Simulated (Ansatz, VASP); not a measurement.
**One calculation of B, two programs**

```
B
1.0
     3.33335    0.00000    0.00000
    -1.66667    2.88676    0.00000
     0.00000    0.00000    2.04334
B
3
Direct
  0.00000 0.00000 0.00000
  0.33333 0.66667 0.50000
  0.66667 0.33333 0.50000
```

Alike in both runs: task relaxation of cell and atoms; functional r2SCAN; k mesh 11 × 11 × 15; occupations fermi-dirac, width 0.1 eV; no spin polarisation.

|  | VASP | Ansatz |
| --- | --- | --- |
| version | VASP 6.6.1 | Ansatz 0.2.0 |
| potentials or method | VASP PAW PBE potentials, release 64 (B), cutoff 600 eV | plane waves (500 eV) with PAW, scalar-relativistic |
| valence electrons in the cell | 9 | 9 |

```tsv
	VASP	Ansatz	Ansatz less VASP
relaxed volume (Å³/atom)	6.70	6.69	-0.006
relaxed cell length with the largest relative difference (Å)	2.861	2.859	-0.0015
```

VASP's potentials were made for PBE, not for r2SCAN.
